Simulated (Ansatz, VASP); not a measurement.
Be2Ga2C3 in VASP and in Ansatz

File INCAR:

```
SYSTEM = Be2Ga2C3
  ALGO = Normal
  EDIFF = 1E-6
  EDIFFG = -0.04
  ENCUT = 600
  GGA = PE
  IBRION = 2
  ISIF = 3
  ISMEAR = 0
  LASPH = .TRUE.
  LCHARG = .FALSE.
  LREAL = .FALSE.
  LWAVE = .FALSE.
  NELM = 100
  NSW = 90
  PREC = Accurate
  SIGMA = 0.1
```

The input KPOINTS:

```
k-points
0
G
  6 6 4
  0 0 0
```

POSCAR

```
Be2Ga2C3
1.0
    4.3449390600      0.0000000000      0.0000000000
   -2.1724695300      3.7628276100      0.0000000000
    0.0000000000      0.0000000000      6.7050349000
Be Ga C
2 2 3
Direct
    0.3333333300      0.6666666700      0.5000000000
    0.6666666700      0.3333333300      0.5000000000
    0.0000000000      0.0000000000      0.1671258900
    0.0000000000      0.0000000000      0.8328741100
    0.0000000000      0.0000000000      0.5000000000
    0.3333333300      0.6666666700      0.0000000000
    0.6666666700      0.3333333300      0.0000000000
```

Input for Ansatz:

```yaml
crystal:
  lattice:
    - [4.34493906, 0.0, 0.0]
    - [-2.17246953, 3.76282761, 0.0]
    - [0.0, 0.0, 6.7050349]
  atoms:
    - { symbol: Be, position: [0.33333333, 0.66666667, 0.5] }
    - { symbol: Be, position: [0.66666667, 0.33333333, 0.5] }
    - { symbol: Ga, position: [0.0, 0.0, 0.16712589] }
    - { symbol: Ga, position: [0.0, 0.0, 0.83287411] }
    - { symbol: C, position: [0.0, 0.0, 0.5] }
    - { symbol: C, position: [0.33333333, 0.66666667, 0.0] }
    - { symbol: C, position: [0.66666667, 0.33333333, 0.0] }
basis:
  ecutwfc: 420
kpoints:
  mp_grid: { grid: [6, 6, 4] }
hamiltonian:
  xc: pbe
scf:
  occupations: { method: gaussian, width: 0.1 }
  lower_state_search: "off"
output:
  forces: true
  stress: true
  eigenvalues: true
relax:
  adjacent_minimum: "off"
  f_tol: 0.04
  max_steps: 70
  cell: { stress_tol: 0.4 }
```

Alike in both runs: task relaxation of cell and atoms; functional PBE; k mesh 6 × 6 × 4; occupations gaussian, width 0.1 eV; no spin polarisation.

|  | VASP | Ansatz |
| --- | --- | --- |
| version | VASP 6.6.1 | Ansatz 0.2.0 |
| potentials or method | VASP PAW PBE potentials, release 64 (Be, Ga_d, C), cutoff 600 eV | scalar-relativistic, plane waves, PAW |
| valence electrons in the cell | 42 | 42 |

```tsv
	VASP	Ansatz	Ansatz less VASP
gap on the k mesh at the Fermi level, each at its own relaxed structure (eV)	none	none	-
relaxed volume (Å³/atom)	10.84	11.53	+0.690
relaxed cell length with the largest relative difference (Å)	10.567	11.280	+0.7133
```

A gap of «none» marks a metal or a gap that the smearing closes. One of these differences is far larger than is usual between the two programs; its cause wasn't traced.

Noted on VASP's run: the volume moved by over 15 % at a fixed basis, so the end points are rough; too few bands were computed for a metal, which touches its energy and stress.
